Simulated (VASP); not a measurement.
# SiO2 in VASP: a series of runs

The runs below take SiO2 through single point, with LDA.

All numbers are computed with VASP 6.6.1; they aren't measurements. Logs are shortened: lines on timing, memory, paths and dates and some standing lists are left out, and cuts for length are marked.

## Step 1: The cell of the first run

The cell holds a slab with vacuum, 12 atoms: a = 5.247 Å, b = 5.247 Å, c = 18.000 Å, α = 90.00°, β = 90.00°, γ = 120.00°.

## Step 2: Single point, LDA

Contents of INCAR:

```
  PREC = Accurate
  ENCUT = 520
  EDIFF = 1E-7
  ISMEAR = 0
  SIGMA = 0.01
  LREAL = F
  LASPH = T
  NELM = 80
  ALGO = Normal
  ISIF = 2
  LWAVE = F
  LCHARG = F
  NBANDS = 44
```

Contents of KPOINTS:

```
Automatic mesh
0
Gamma
  4 4 1
```

Contents of POSCAR:

```
SiO2
1.0
    5.2473179660      0.0000000000      0.0000000000
   -2.6236589830      4.5443106603      0.0000000000
    0.0000000000      0.0000000000     18.0000000000
Si O
4 8
Direct
    0.3333333333      0.6666666667      0.5892890966
    0.6666666667      0.3333333333      0.5892890966
    0.3333333333      0.6666666667      0.4107109034
    0.6666666667      0.3333333333      0.4107109034
    0.3333333333      0.6666666667      0.5000000000
    0.6666666667      0.3333333333      0.5000000000
    0.5000000000      0.0000000000      0.6190736842
    0.0000000000      0.5000000000      0.6190736842
    0.5000000000      0.5000000000      0.6190736842
    0.5000000000      0.0000000000      0.3809263158
    0.0000000000      0.5000000000      0.3809263158
    0.5000000000      0.5000000000      0.3809263158
```

Potentials or basis: VASP PAW LDA potentials, release 64 (Si, O).

On the command line:

```sh
$ cat potpaw_LDA.64/Si/POTCAR potpaw_LDA.64/O/POTCAR > POTCAR
$ mpirun -np 1 vasp_std > vasp.out
```

OUTCAR:

```text
PREC = Accurate
   ENCUT = 520
   EDIFF = 1E-7
   ISMEAR = 0
   LREAL = F
   LASPH = T
   NELM = 80
   ISIF = 2

 ion  position               nearest neighbor table
   1  0.333  0.667  0.589-   8 1.61   7 1.61   9 1.61   5 1.61   2 3.03   2 3.03   2 3.03
   2  0.667  0.333  0.589-   8 1.61   7 1.61   9 1.61   6 1.61   1 3.03   1 3.03   1 3.03
   3  0.333  0.667  0.411-  11 1.61  10 1.61  12 1.61   5 1.61   4 3.03   4 3.03   4 3.03
   4  0.667  0.333  0.411-  11 1.61  10 1.61  12 1.61   6 1.61   3 3.03   3 3.03   3 3.03
   5  0.333  0.667  0.500-   1 1.61   3 1.61
   6  0.667  0.333  0.500-   2 1.61   4 1.61
   7  0.500  0.000  0.619-   1 1.61   2 1.61
   8  0.000  0.500  0.619-   1 1.61   2 1.61
   9  0.500  0.500  0.619-   1 1.61   2 1.61
  10  0.500  0.000  0.381-   3 1.61   4 1.61
  11  0.000  0.500  0.381-   3 1.61   4 1.61
  12  0.500  0.500  0.381-   3 1.61   4 1.61

  LATTYP: Found a hexagonal cell.
 ALAT       =     5.2473179660
 C/A-ratio  =     3.4303238562

  Lattice vectors:

 A1 = (   5.2473179660,   0.0000000000,   0.0000000000)
 A2 = (  -2.6236589830,   4.5443106603,   0.0000000000)
 A3 = (   0.0000000000,   0.0000000000,  18.0000000000)

Analysis of symmetry for initial positions (statically):
=====================================================================
 Subroutine PRICEL returns:
 Original cell was already a primitive cell.

 Routine SETGRP: Setting up the symmetry group for a
 hexagonal supercell.

 Subroutine GETGRP returns: Found 24 space group operations
 (whereof 24 operations were pure point group operations)
 out of a pool of 24 trial point group operations.

The static configuration has the point symmetry D_6h.

Analysis of symmetry for dynamics (positions and initial velocities):
=====================================================================
 Subroutine PRICEL returns:
 Original cell was already a primitive cell.

 Routine SETGRP: Setting up the symmetry group for a
 hexagonal supercell.

 Subroutine GETGRP returns: Found 24 space group operations
 (whereof 24 operations were pure point group operations)
 out of a pool of 24 trial point group operations.

The dynamic configuration has the point symmetry D_6h.

 Subroutine INISYM returns: Found 24 space group operations
 (whereof 24 operations are pure point group operations),
 and found     1 'primitive' translations

----------------------------------------------------------------------------------------

                                     Primitive cell

  volume of cell :     429.2180

  direct lattice vectors                    reciprocal lattice vectors
     5.247317966  0.000000000  0.000000000     0.190573548  0.110027689  0.000000000
    -2.623658983  4.544310660  0.000000000     0.000000000  0.220055378  0.000000000
     0.000000000  0.000000000 18.000000000     0.000000000  0.000000000  0.055555556

  length of vectors
     5.247317966  5.247317966 18.000000000     0.220055378  0.220055378  0.055555556

  position of ions in fractional coordinates (direct lattice)
     0.333333333  0.666666667  0.589289097
     0.666666667  0.333333333  0.589289097
     0.333333333  0.666666667  0.410710903
     0.666666667  0.333333333  0.410710903
     0.333333333  0.666666667  0.500000000
     0.666666667  0.333333333  0.500000000
     0.500000000  0.000000000  0.619073684
     0.000000000  0.500000000  0.619073684
     0.500000000  0.500000000  0.619073684
     0.500000000  0.000000000  0.380926316
     0.000000000  0.500000000  0.380926316
     0.500000000  0.500000000  0.380926316

  ion indices of the primitive-cell ions
   primitive index   ion index
                 1           1
                 2           2
                 3           3
                 4           4
                 5           5
                 6           6
                 7           7
                 8           8
                 9           9
                10          10
                11          11
                12          12

----------------------------------------------------------------------------------------

 KPOINTS: Automatic mesh

Automatic generation of k-mesh.
 Grid dimensions read from file:
 generate k-points for:    4    4    1

 Generating k-lattice:

  Cartesian coordinates                     Fractional coordinates (reciprocal lattice)
     0.047643387  0.027506922  0.000000000     0.250000000  0.000000000  0.000000000
     0.000000000  0.055013844  0.000000000     0.000000000  0.250000000  0.000000000
     0.000000000  0.000000000  0.055555556     0.000000000  0.000000000  1.000000000

  Length of vectors
     0.055013844  0.055013844  0.055555556

  Shift w.r.t. Gamma in fractional coordinates (k-lattice)
     0.000000000  0.000000000  0.000000000

 Subroutine IBZKPT returns following result:
 ===========================================

 Found      4 irreducible k-points:

 Following reciprocal coordinates:
            Coordinates               Weight
  0.000000  0.000000  0.000000      1.000000
  0.250000  0.000000  0.000000      6.000000
  0.500000  0.000000  0.000000      3.000000
  0.250000  0.250000  0.000000      6.000000
   k-points           NKPTS =      4   k-points in BZ     NKDIM =      4   number of bands    NBANDS=     44
   number of dos      NEDOS =    301   number of ions     NIONS =     12
   total plane-waves  NPLWV = 224000
   dimension x,y,z NGX =    40 NGY =   40 NGZ =  140
   dimension x,y,z NGXF=    80 NGYF=   80 NGZF=  280
   ions per type =               4   8
   NGX,Y,Z   is equivalent  to a cutoff of  12.67, 12.67, 12.93 a.u.
   NGXF,Y,Z  is equivalent  to a cutoff of  25.35, 25.35, 25.86 a.u.
 SYSTEM =  unknown system
   PREC   = accura    normal or accurate (medium, high low for compatibility)
   ISTART =      0    job   : 0-new  1-cont  2-samecut
   ICHARG =      2    charge: 1-file 2-atom 10-const
   ISPIN  =      1    spin polarized calculation?
   LNONCOLLINEAR =      F non collinear calculations
   LSORBIT =      F    spin-orbit coupling
   LASPH  =      T    aspherical Exc in radial PAW
   ENCUT  =  520.0 eV  38.22 Ry    6.18 a.u.   9.76  9.76 33.47*2*pi/ulx,y,z
   NELM   =     80;   NELMIN=  2; NELMDL= -5     # of ELM steps
   EDIFF  = 0.1E-06   stopping-criterion for ELM
   LREAL  =      F    real-space projection
   EDIFFG = 0.1E-05   stopping-criterion for IOM
   NSW    =      0    number of steps for IOM
   IBRION =     -1    ionic relax: 0-MD 1-quasi-New 2-CG
   NFREE  =      0    steps in history (QN), initial steepest desc. (CG)
   ISIF   =      2    stress and relaxation
   ISYM   =      2    0-nonsym 1-usesym 2-fastsym
   POTIM  = 0.5000    time-step for ionic-motion
   TEBEG  =    0.0;   TEEND  =   0.0 temperature during run
   PSTRESS=    0.0 pullay stress
   NELECT =      64.0000    total number of electrons
   NUPDOWN=      -1.0000    fix difference up-down
   EMIN   =  10.00;   EMAX   =-10.00  energy-range for DOS
   EFERMI =   0.00;   METHOD = LEGACY
   ISMEAR =     0;   SIGMA  =   0.01  broadening in eV -4-tet -1-fermi 0-gaus
   EFERMI_NEDOS =   21; number of points for ismear=-14 and -15
   IALGO  =     38    algorithm
   IMIX   =      4    mixing-type and parameters
     AMIX     =   0.40;   BMIX     =  1.00
     AMIX_MAG =   1.60;   BMIX_MAG =  1.00
  volume/ion in A,a.u.               =      35.77       241.38
  Fermi-wavevector in a.u.,A,eV,Ry     =   0.868112  1.640493 10.253590  0.753618
  Thomas-Fermi vector in A             =   1.986743
   LORBIT       =      0    0 simple, 1 ext, 2 COOP (PROOUT), +10 PAW based schemes
   GGA     = CA    functional components
   LHFCALC =     F    Hartree Fock is set to
   AEXX    =    0.0000 exact exchange contribution
   IVDW    =     0    specifies the selected vdW correction
   LEPSILON=     F    determine dielectric tensor
   LRPA    =     F    only Hartree local field effects (RPA)
 non-spin polarized calculation
 Gauss-broadening in eV      SIGMA  =   0.01
  energy-cutoff  :      520.00
  volume of cell :      429.22
 maximum number of plane-waves:     11598
 NGX is ok and might be reduce to    40
   NGX = 19   NGY = 19   NGZ = 67

 number of electron      63.9999978 magnetization

 Free energy of the ion-electron system (eV)
  ---------------------------------------------------
  ext. energy  EPLUGINS =         0.00000000
  ---------------------------------------------------
  free energy    TOTEN  =      -103.44867092 eV

  energy without entropy =     -103.44867092  energy(sigma->0) =     -103.44867092

 E-fermi :  -4.9230     XC(G=0):  -3.9166

 val. band max:       -4.9703597165   @ k =   0.0000   0.0000   0.0000
 cond. band min:       0.5044052011   @ k =   0.0000   0.0000   0.0000
 fundamental gap:      5.4747649175
 Fermi energy:        -4.9230151559

 k-point     1 :       0.0000    0.0000    0.0000
  band No.  band energies     occupation
      1     -24.4075      2.00000
      2     -23.8704      2.00000
      3     -22.6758      2.00000
      4     -22.2924      2.00000
      5     -22.2160      2.00000
      6     -22.2160      2.00000
[... 36 lines left out ...]
     43       5.2423      0.00000
     44       5.3845      0.00000

 k-point     2 :       0.2500    0.0000    0.0000
  band No.  band energies     occupation
      1     -24.2458      2.00000
      2     -23.7012      2.00000
      3     -23.0257      2.00000
      4     -22.4763      2.00000
      5     -22.2537      2.00000
      6     -22.2219      2.00000
[... 36 lines left out ...]
     43       4.8882      0.00000
     44       5.4010      0.00000

 k-point     3 :       0.5000    0.0000    0.0000
  band No.  band energies     occupation
      1     -23.9632      2.00000
      2     -23.4397      2.00000
      3     -23.4056      2.00000
      4     -22.8742      2.00000
      5     -22.2279      2.00000
      6     -22.2096      2.00000
[... 36 lines left out ...]
     43       5.3076      0.00000
     44       5.4375      0.00000

 k-point     4 :       0.2500    0.2500    0.0000
  band No.  band energies     occupation
      1     -23.9645      2.00000
      2     -23.4370      2.00000
      3     -23.4076      2.00000
      4     -22.8688      2.00000
      5     -22.2317      2.00000
      6     -22.2131      2.00000
[... 36 lines left out ...]
     43       5.3888      0.00000
     44       5.6805      0.00000

------------------------ aborting loop because EDIFF is reached ----------------------------------------

  FORCE on cell =-STRESS in cart. coord.  units (eV):
  Direction    XX          YY          ZZ          XY          YZ          ZX
  --------------------------------------------------------------------------------------
  -------------------------------------------------------------------------------------
  Total        0.7188061      0.7188061      0.4186827      0.0000000      0.0000000      0.0000000
  in kB        2.6831469      2.6831469      1.5628515      0.0000000      0.0000000      0.0000000
  external PRESSURE =       2.3097151 kB  Pullay stress =       0.0000000 kB

 VOLUME and BASIS-vectors are now :
 -----------------------------------------------------------------------------
  energy-cutoff  :      520.00
  volume of cell :      429.22
      direct lattice vectors                 reciprocal lattice vectors
     5.247317966  0.000000000  0.000000000     0.190573548  0.110027689  0.000000000
    -2.623658983  4.544310660  0.000000000     0.000000000  0.220055378  0.000000000
     0.000000000  0.000000000 18.000000000     0.000000000  0.000000000  0.055555556

 POSITION                                       TOTAL-FORCE (eV/Angst)
 -----------------------------------------------------------------------------------
     -0.00000      3.02954     10.60720        -0.000000      0.000000      0.065580
      2.62366      1.51477     10.60720         0.000000      0.000000      0.065580
     -0.00000      3.02954      7.39280         0.000000      0.000000     -0.065580
      2.62366      1.51477      7.39280         0.000000      0.000000     -0.065580
     -0.00000      3.02954      9.00000        -0.000000      0.000000      0.000000
      2.62366      1.51477      9.00000        -0.000000      0.000000      0.000000
      2.62366      0.00000     11.14333         0.000000     -0.000000      0.016707
     -1.31183      2.27216     11.14333         0.000000      0.000000      0.016707
      1.31183      2.27216     11.14333         0.000000      0.000000      0.016707
      2.62366      0.00000      6.85667        -0.000000      0.000000     -0.016707
     -1.31183      2.27216      6.85667        -0.000000     -0.000000     -0.016707
      1.31183      2.27216      6.85667        -0.000000     -0.000000     -0.016707
 -----------------------------------------------------------------------------------
    total drift:                               -0.000000      0.000000      0.000000

  FREE ENERGIE OF THE ION-ELECTRON SYSTEM (eV)
  ---------------------------------------------------
  free  energy   TOTEN  =      -103.4486709219 eV

  energy  without entropy=     -103.4486709219  energy(sigma->0) =     -103.44867092
```

Wall time 64 s (1 thread of Intel Xeon 6975P-C (Granite Rapids), shared host); peak memory 0.39 GiB.

What came out:

```
Free energy            : -103.4487 eV
Largest force          : 0.066 eV/Å
Band gap on the k mesh : 5.47 eV
```

Forces on the atoms (eV/Å):
```
Si   0.000  0.000  0.066
Si   0.000  0.000  0.066
Si   0.000  0.000 -0.066
Si   0.000  0.000 -0.066
O    0.000  0.000  0.000
O    0.000  0.000  0.000
O    0.000  0.000  0.017
O    0.000  0.000  0.017
O    0.000  0.000  0.017
O    0.000  0.000 -0.017
O    0.000  0.000 -0.017
O    0.000  0.000 -0.017
```

Levels at points of the mesh, in eV from the valence-band top:
```
           k point  band 30  band 31  band 32  band 33  band 34  band 35
(0.00, 0.00, 0.00)    -0.50     0.00     0.00     5.47     6.98     7.85
(0.50, 0.00, 0.00)    -0.82    -0.74    -0.46     7.37     7.88     8.31
```

## Step 3: Single point, LDA

This run uses another cell than the first one.

Contents of INCAR:

```
ALGO = Normal ; EDIFF = 1E-6
ENCUT = 520 ; ISIF = 2
ISMEAR = 0 ; LASPH = True
LCHARG = False ; LREAL = False
LWAVE = False ; NBANDS = 44
NELM = 80 ; PREC = Accurate
SIGMA = 0.01
```

Contents of KPOINTS:

```
k-points
0
Gamma
  4 4 1
```

Contents of POSCAR:

```
SiO2
1.0
    5.3100000000      0.0000000000      0.0000000000
   -2.6550000000      4.5985948941      0.0000000000
    0.0000000000      0.0000000000     18.0000000000
Si O
4 8
Direct
    0.3333333333      0.6666666667      0.5900000000
    0.6666666667      0.3333333333      0.5900000000
    0.3333333333      0.6666666667      0.4100000000
    0.6666666667      0.3333333333      0.4100000000
    0.3333333333      0.6666666667      0.5000000000
    0.6666666667      0.3333333333      0.5000000000
    0.5000000000      0.0000000000      0.6177777778
    0.0000000000      0.5000000000      0.6177777778
    0.5000000000      0.5000000000      0.6177777778
    0.5000000000      0.0000000000      0.3822222222
    0.0000000000      0.5000000000      0.3822222222
    0.5000000000      0.5000000000      0.3822222222
```

Potentials or basis: VASP PAW LDA potentials, release 64 (Si, O).

On the command line:

```sh
$ cat potpaw_LDA.64/Si/POTCAR potpaw_LDA.64/O/POTCAR > POTCAR
$ mpirun -np 1 vasp_std > vasp.out
```

It took 64 s on 1 thread of Intel Xeon 6975P-C (Granite Rapids), shared host; peak memory 0.39 GiB.

Results (log left out):

| Quantity | Value |
| --- | --- |
| Free energy | -103.3854 eV |
| Largest force | 0.794 eV/Å |
| Band gap on the k mesh | 5.61 eV |

Forces on the atoms (eV/Å):
```
Si   0.000  0.000 -0.794
Si   0.000  0.000 -0.794
Si   0.000  0.000  0.794
Si   0.000  0.000  0.794
O    0.000  0.000  0.000
O    0.000  0.000  0.000
O    0.000  0.000  0.289
O    0.000  0.000  0.289
O    0.000  0.000  0.289
O    0.000  0.000 -0.289
O    0.000  0.000 -0.289
O    0.000  0.000 -0.289
```

Levels at points of the mesh, in eV from the valence-band top:
| k point | band 28 | band 29 | band 30 | band 31 | band 32 | band 33 | band 34 | band 35 | band 36 | band 37 |
| --- | --- | --- | --- | --- | --- | --- | --- | --- | --- | --- |
| (0.00, 0.00, 0.00) | -1.02 | -0.25 | -0.25 | -0.01 | 0.00 | 5.61 | 6.85 | 7.73 | 8.21 | 8.61 |
| (0.50, 0.00, 0.00) | -0.96 | -0.80 | -0.67 | -0.63 | -0.21 | 7.63 | 7.84 | 8.07 | 8.63 | 9.24 |
